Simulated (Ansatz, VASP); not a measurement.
Two plane-wave programs on Ag2PdS2

```
Ag Pd S
1.0
     5.51227    0.00000    0.00000
     0.00000   10.18935    0.00000
     0.00000    0.00000    3.46786
Ag Pd S
4 2 4
Direct
  0.95510 0.63532 0.00000
  0.04490 0.36468 0.00000
  0.45510 0.86468 0.50000
  0.54490 0.13532 0.50000
  0.00000 0.00000 0.50000
  0.50000 0.50000 0.00000
  0.82837 0.87215 0.00000
  0.17163 0.12785 0.00000
  0.32837 0.62785 0.50000
  0.67163 0.37215 0.50000
```

Alike in both runs: functional PBE; k mesh 2 × 2 × 3; occupations gaussian, width 0.15 eV; no spin polarisation.

Ansatz relaxed the structure, and its values are those at the end. VASP's run is a single point on that final structure, the one shown.

|  | VASP | Ansatz |
| --- | --- | --- |
| version | VASP 6.6.1 | Ansatz 0.2.0 |
| potentials or method | VASP PAW PBE potentials, release 64 (Ag, Pd, S), cutoff 520 eV | scalar-relativistic, plane waves, PAW |
| valence electrons in the cell | 88 | 136 |

|  | VASP | Ansatz | Ansatz less VASP |
| --- | --- | --- | --- |
| gap on the k mesh at the Fermi level (eV) | 0.77 | 0.76 | -0.008 |
| least direct gap on the mesh (eV) | 1.19 | 1.19 | -0.003 |
| pressure (GPa) | 0.0 | 0.1 | +0.14 |
| rms of the force components (eV/Å) | 0.005 | 0.004 | -0.0006 |

VASP's potentials hold 88 valence electrons a cell and Ansatz's 136, so a difference there can come from the potentials and not from the codes.

The k mesh is coarse, so the values compare programs but aren't converged.
